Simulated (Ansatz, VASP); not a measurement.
# One calculation of Al3Pd, two programs

Contents of INCAR:

```
ALGO = Normal
EDIFF = 1E-6
ENCUT = 520
GGA = PE
ISIF = 2
ISMEAR = 0
LASPH = True
LCHARG = True
LELF = True
LREAL = False
LVHAR = True
LWAVE = False
NBANDS = 18
NELM = 60
PREC = Accurate
SIGMA = 0.1
```

KPOINTS

```
k-points
0
Gamma
  10 10 10
```

Contents of POSCAR:

```
Al3Pd
1.0
    3.9469100000      0.0000000000      0.0000000000
    0.0000000000      3.9469100000      0.0000000000
    0.0000000000      0.0000000000      3.9469100000
Al Pd
3 1
Direct
    0.0000000000      0.5000000000      0.5000000000
    0.5000000000      0.0000000000      0.5000000000
    0.5000000000      0.5000000000      0.0000000000
    0.0000000000      0.0000000000      0.0000000000
```

Input for Ansatz:

```yaml
crystal:
  lattice:
    - [3.94691, 0.0, 0.0]
    - [0.0, 3.94691, 0.0]
    - [0.0, 0.0, 3.94691]
  atoms:
    - { symbol: Al, position: [0.0, 0.5, 0.5] }
    - { symbol: Al, position: [0.5, 0.0, 0.5] }
    - { symbol: Al, position: [0.5, 0.5, 0.0] }
    - { symbol: Pd, position: [0.0, 0.0, 0.0] }
basis:
  ecutwfc: 420
kpoints:
  mp_grid: { grid: [10, 10, 10] }
hamiltonian:
  xc: pbe
scf:
  occupations: { method: gaussian, width: 0.1 }
output:
  forces: true
  stress: true
  eigenvalues: true
  populations: true
```

Alike in both runs: task single point; functional PBE; k mesh 10 × 10 × 10; occupations gaussian, width 0.1 eV; no spin polarisation.

|  | VASP | Ansatz |
| --- | --- | --- |
| version | VASP 6.6.1 | Ansatz 0.2.0 |
| potentials or method | VASP PAW PBE potentials, release 64 (Al, Pd), cutoff 520 eV | scalar-relativistic, plane waves, PAW |
| valence electrons in the cell | 19 | 27 |

|  | VASP | Ansatz | Ansatz less VASP |
| --- | --- | --- | --- |
| gap on the k mesh at the Fermi level (eV) | none | none | - |
| pressure (GPa) | 1.2 | 1.2 | +0.03 |

A gap of «none» marks a metal or a gap that the smearing closes. VASP's potentials hold 19 valence electrons a cell and Ansatz's 27, so a difference there can come from the potentials and not from the codes.
